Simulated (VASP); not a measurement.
Os: single point with LDA

The system is Os.

```
Os
1.0
     2.64303    0.00000    0.00000
    -1.32152    2.28893    0.00000
     0.00000    0.00000    4.16702
Os
2
Direct
  0.33333 0.66667 0.25000
  0.66667 0.33333 0.75000
```

```yaml
Program: VASP 6.6.1
Task: single point
Functional: LDA
Potentials_or_basis: VASP PAW LDA potentials, release 64 (Os)
Cutoff: 520 eV
k_mesh: 22 × 22 × 12
Occupations: fermi-dirac, width 0.1 eV
Spin: no spin polarisation
Dipole_correction: no
Further_INCAR_settings: ALGO = Normal; EDIFF = 1e-07; NBANDS = 15
```

| Quantity | Value |
| --- | --- |
| Pressure | 47.9 GPa |
| Band gap on the k mesh | zero (bands 8 and 9 overlap by 4.61 eV) |

Stress tensor (GPa, compression positive):
```
46.53  0.00  0.00
 0.00 46.53  0.00
 0.00  0.00 50.79
```

Levels at points of the mesh, in eV from the Fermi level:
| k point | band 5 | band 6 | band 7 | band 8 | band 9 | band 10 | band 11 | band 12 |
| --- | --- | --- | --- | --- | --- | --- | --- | --- |
| (0.00, 0.00, 0.00) | -3.28 | -2.61 | -2.61 | -1.87 | -1.87 | 0.23 | 1.94 | 1.94 |
| (0.50, 0.00, 0.00) | -3.11 | -2.90 | -2.14 | 2.39 | 3.07 | 3.24 | 5.18 | 6.59 |
| (0.00, 0.00, 0.50) | -3.83 | -3.83 | -3.83 | -3.83 | 1.05 | 1.05 | 1.05 | 1.05 |
| (0.50, 0.00, 0.50) | -1.45 | -1.45 | -0.08 | -0.08 | 2.80 | 2.80 | 3.85 | 3.85 |

It took 2.3 min on 1 thread of Oxide Virtual Turin-like Processor (shared host), peak memory 0.19 GiB.

Caveat: the cell stands under pressure; spin-orbit coupling is left out, which moves the levels of the heavy elements.
